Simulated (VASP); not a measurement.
# H (Cmcm) in VASP: further runs, part 2 of 2

VASP 6.6.1. The steps go on from the part before.

## 3. Relaxation of cell and atoms, r2SCAN+D3(BJ)

This run uses another cell than the first one, of 14.27 Å³/atom, 0.808 times its volume.

Contents of POSCAR:

```
H
1.0
    1.6551707730     -2.7088517349      0.0000000000
    1.6551707730      2.7088517349      0.0000000000
    0.0000000000      0.0000000000      6.3639358965
H
4
Direct
    0.5567083718      0.4432916282      0.9660868610
    0.4432916282      0.5567083718      0.0339131390
    0.4432916282      0.5567083718      0.4660868610
    0.5567083718      0.4432916282      0.5339131390
```

Contents of INCAR.step1:

```
PREC     = Accurate       # precision mode
ENCUT    = 600            # plane-wave cutoff, eV
ISMEAR   = 0              # smearing method
SIGMA    = 0.02           # smearing width, eV
LREAL    = F              # projectors in reciprocal space
LASPH    = T              # aspherical terms in the spheres
NELM     = 100            # most SCF steps
GGA      = PE             # functional
ALGO     = Normal         # electronic algorithm
EDIFF    = 1E-4           # SCF threshold, eV
LWAVE    = T              # write WAVECAR
LCHARG   = F              # write CHGCAR
```

Contents of INCAR.step2:

```
PREC     = Accurate       # precision mode
ENCUT    = 600            # plane-wave cutoff, eV
EDIFF    = 1E-6           # SCF threshold, eV
ISMEAR   = 0              # smearing method
SIGMA    = 0.02           # smearing width, eV
LREAL    = F              # projectors in reciprocal space
LASPH    = T              # aspherical terms in the spheres
NELM     = 100            # most SCF steps
ALGO     = Normal         # electronic algorithm
ISIF     = 3              # what is computed and relaxed
LWAVE    = F              # write WAVECAR
LCHARG   = F              # write CHGCAR
METAGGA  = R2SCAN         # meta-GGA
LMIXTAU  = T            
IVDW     = 12             # dispersion correction
VDW_S6   = 1.0          
VDW_S8   = 0.78981345   
VDW_A1   = 0.49484001   
VDW_A2   = 5.73083694   
IBRION   = 2              # ionic algorithm
NSW      = 70             # ionic steps
EDIFFG   = -0.02          # ionic threshold
ISTART   = 1
```

Contents of KPOINTS:

```
Automatic mesh
0
Gamma
  8 8 4
```

Potentials or basis: VASP PAW PBE potentials, release 64 (H).

On the command line:

```
> cat potpaw_PBE.64/H/POTCAR > POTCAR
> cp INCAR.step1 INCAR
> mpirun -np 1 vasp_std > vasp.out
> cp INCAR.step2 INCAR
> mpirun -np 1 vasp_std > vasp.out
```

OUTCAR:

```text
PREC = Accurate
   ENCUT = 600
   EDIFF = 1E-6
   ISMEAR = 0
   LREAL = F
   LASPH = T
   NELM = 100
   ISIF = 3
   METAGGA = R2SCAN
   IVDW = 12
   IBRION = 2
   NSW = 70
   EDIFFG = -0.02
   ISTART = 1
 IVDW          = 12

 ion  position               nearest neighbor table
   1  0.557  0.443  0.966-   2 0.75
   2  0.443  0.557  0.034-   1 0.75
   3  0.443  0.557  0.466-   4 0.75
   4  0.557  0.443  0.534-   3 0.75

  LATTYP: Found a base centered orthorhombic cell.
 ALAT       =     3.3103415460
 B/A-ratio  =     1.6365995456
 C/A-ratio  =     1.9224408745

  Lattice vectors:

 A1 = (   1.6551707730,  -2.7088517349,   0.0000000000)
 A2 = (   1.6551707730,   2.7088517349,   0.0000000000)
 A3 = (   0.0000000000,   0.0000000000,   6.3639358965)

Analysis of symmetry for initial positions (statically):
=====================================================================
 Subroutine PRICEL returns:
 Original cell was already a primitive cell.

 Routine SETGRP: Setting up the symmetry group for a
 base centered orthorhombic supercell.

 Subroutine GETGRP returns: Found  8 space group operations
 (whereof  4 operations were pure point group operations)
 out of a pool of  8 trial point group operations.

The static configuration has the point symmetry C_2h.
 The point group associated with its full space group is D_2h.

Analysis of symmetry for dynamics (positions and initial velocities):
=====================================================================
 Subroutine PRICEL returns:
 Original cell was already a primitive cell.

 Routine SETGRP: Setting up the symmetry group for a
 base centered orthorhombic supercell.

 Subroutine GETGRP returns: Found  8 space group operations
 (whereof  4 operations were pure point group operations)
 out of a pool of  8 trial point group operations.

The dynamic configuration has the point symmetry C_2h.
 The point group associated with its full space group is D_2h.

 Subroutine INISYM returns: Found  8 space group operations
 (whereof  4 operations are pure point group operations),
 and found     1 'primitive' translations

[... 104 lines left out ...]
   ISIF   =      3    stress and relaxation
   ISYM   =      2    0-nonsym 1-usesym 2-fastsym
   POTIM  = 0.5000    time-step for ionic-motion
   TEBEG  =    0.0;   TEEND  =   0.0 temperature during run
   PSTRESS=    0.0 pullay stress
   NELECT =       4.0000    total number of electrons
   NUPDOWN=      -1.0000    fix difference up-down
   EMIN   =  10.00;   EMAX   =-10.00  energy-range for DOS
   EFERMI =   0.00;   METHOD = LEGACY
   ISMEAR =     0;   SIGMA  =   0.02  broadening in eV -4-tet -1-fermi 0-gaus
   EFERMI_NEDOS =   21; number of points for ismear=-14 and -15
   IALGO  =     38    algorithm
   IMIX   =      4    mixing-type and parameters
     AMIX     =   0.40;   BMIX     =  1.00
     AMIX_MAG =   1.60;   BMIX_MAG =  1.00
  volume/ion in A,a.u.               =      14.27        96.28
  Fermi-wavevector in a.u.,A,eV,Ry     =   0.674994  1.275555  6.199053  0.455618
  Thomas-Fermi vector in A             =   1.751879
   LORBIT       =      0    0 simple, 1 ext, 2 COOP (PROOUT), +10 PAW based schemes
   METAGGA = R2SCAN    functional components
   LHFCALC =     F    Hartree Fock is set to
   AEXX    =    0.0000 exact exchange contribution
   IVDW    =    12    specifies the selected vdW correction
   LEPSILON=     F    determine dielectric tensor
   LRPA    =     F    only Hartree local field effects (RPA)
 conjugate gradient relaxation of ions
 non-spin polarized calculation
 Gauss-broadening in eV      SIGMA  =   0.02
  energy-cutoff  :      600.00
  volume of cell :       57.07
 maximum number of plane-waves:      1938
 NGX is ok and might be reduce to    28
   NGX = 13   NGY = 13   NGZ = 25

--------------------------------------- Ionic step        1  -------------------------------------------

 number of electron       4.0000001 magnetization

 Free energy of the ion-electron system (eV)
  ---------------------------------------------------
  ext. energy  EPLUGINS =         0.00000000
  ---------------------------------------------------
  free energy    TOTEN  =       -13.79159174 eV

  energy without entropy =      -13.79159174  energy(sigma->0) =      -13.79159174

------------------------ aborting loop because EDIFF is reached ----------------------------------------

 Edisp (eV)   -0.03150

 E8    (eV) :    -0.0039
[... 75 lines left out ...]
--------------------------------------- Ionic step        3  -------------------------------------------

 number of electron       4.0000002 magnetization

 Free energy of the ion-electron system (eV)
  ---------------------------------------------------
  ext. energy  EPLUGINS =         0.00000000
  ---------------------------------------------------
  free energy    TOTEN  =       -13.79481409 eV

  energy without entropy =      -13.79481409  energy(sigma->0) =      -13.79481409

 E-fermi :  -8.9060     XC(G=0):  -4.7182

 val. band max:       -9.0355615587   @ k =   0.3750   0.3750   0.0000
 cond. band min:       0.3830181069   @ k =   0.0000   0.0000   0.0000
 fundamental gap:      9.4185796655
 Fermi energy:        -8.9059591731

 k-point     1 :       0.0000    0.0000    0.0000
  band No.  band energies     occupation
      1     -10.8985      2.00000
      2     -10.1522      2.00000
      3       0.3830      0.00000
      4       4.3298      0.00000
      5       7.7590      0.00000
      6       9.2978      0.00000
[... 199 lines left out ...]
 k-point    24 :       0.2500    0.0000    0.2500
  band No.  band energies     occupation
      1     -10.3158      2.00000
      2      -9.8486      2.00000
      3       1.7419      0.00000
      4       3.0191      0.00000
      5       5.5580      0.00000
      6       7.0878      0.00000

 [... further k-points ...]

------------------------ aborting loop because EDIFF is reached ----------------------------------------

 Edisp (eV)   -0.03139

 E8    (eV) :    -0.0039
[... 27 lines left out ...]
  FREE ENERGIE OF THE ION-ELECTRON SYSTEM (eV)
  ---------------------------------------------------
  free  energy   TOTEN  =       -13.8261998937 eV

  energy  without entropy=      -13.8261998937  energy(sigma->0) =      -13.82619989

 reached required accuracy - stopping structural energy minimisation
```

OSZICAR.step1:

```text
N       E                     dE             d eps       ncg     rms          rms(c)
DAV:   1    -0.237474595050E+01   -0.23747E+01   -0.16128E+03   756   0.516E+02
DAV:   2    -0.143025821837E+02   -0.11928E+02   -0.11928E+02  1032   0.697E+01
DAV:   3    -0.147473194145E+02   -0.44474E+00   -0.44474E+00   882   0.155E+01
DAV:   4    -0.147484459416E+02   -0.11265E-02   -0.11265E-02  1062   0.914E-01
DAV:   5    -0.147484474529E+02   -0.15113E-05   -0.15114E-05   960   0.272E-02    0.624E+00
DAV:   6    -0.139501590399E+02    0.79829E+00   -0.42073E-01   804   0.357E+00    0.341E+00
DAV:   7    -0.135612301875E+02    0.38893E+00   -0.94307E-01   834   0.561E+00    0.388E-01
DAV:   8    -0.135730581626E+02   -0.11828E-01   -0.16937E-02   762   0.855E-01    0.278E-01
DAV:   9    -0.135703002810E+02    0.27579E-02   -0.57225E-03   924   0.427E-01    0.221E-02
DAV:  10    -0.135703155859E+02   -0.15305E-04   -0.75027E-05   840   0.779E-02
   1 F= -.13570316E+02 E0= -.13570316E+02  d E =-.277079E-23
```

Wall time 4.8 min (1 thread of AMD EPYC 7R43 (Zen 3), shared host); peak memory 0.16 GiB.

What came out:

```yaml
Free_energy: -13.8262 eV
Relaxed_volume: 14.25 Å³/atom
Relaxed_cell: a = 3.172 Å, b = 3.172 Å, c = 6.361 Å, α = 90.00°, β = 90.00°, γ = 117.09°
Space_group_after_relaxing_to_0.05_Å: Cmcm (No. 63)
Energy_gained_by_relaxing: 0.8 meV/atom
Ionic_steps: 3
Pressure_after_relaxing: 0.1 GPa
Largest_force_after_relaxing: 0.004 eV/Å
Band_gap_on_the_k_mesh: 9.42 eV, indirect (least direct gap 9.54 eV)
Dispersion_energy_per_atom: -0.008 eV
```

Forces on the atoms (eV/Å):
```
H    0.000  0.003  0.001
H    0.000 -0.003 -0.001
H    0.000 -0.003  0.001
H    0.000  0.003 -0.001
```

Step by step:
```tsv
step	energy change (eV)	largest force (eV/Å)	pressure (GPa)	volume (Å³)
1	0.0000	0.3296	-0.40	57.07
2	0.0199	0.9618	1.35	56.77
3	-0.0031	0.0037	0.06	56.98
```

Final structure:
```xyz
4
Lattice="1.6552 -2.7061 0.0000 1.6552 2.7061 0.0000 0.0000 0.0000 6.3612" Properties=species:S:1:pos:R:3 pbc="T T T"
H     1.6552   -0.3033    6.1480
H     1.6552    0.3033    0.2132
H     1.6552    0.3033    2.9674
H     1.6552   -0.3033    3.3938
```

Levels at points of the mesh, in eV from the valence-band top:
```csv
k point,band 1,band 2,band 3,band 4,band 5,band 6
"(0.00, 0.00, 0.00)",-1.86,-1.12,9.42,13.37,16.79,18.33
"(0.50, 0.00, 0.00)",-0.78,-0.23,10.20,12.77,13.03,15.77
"(0.50, 0.50, 0.00)",-0.53,-0.01,9.53,11.76,13.98,15.93
"(0.00, 0.00, 0.50)",-1.52,-1.52,11.12,11.12,17.37,17.37
"(0.50, 0.00, 0.50)",-0.52,-0.52,11.10,11.10,14.64,14.64
"(0.50, 0.50, 0.50)",-0.28,-0.28,10.38,10.38,15.44,15.44
```

Caveat: the PAW data sets were made with another functional, which shifts forces and pressure a little. A k mesh can miss the band edges.
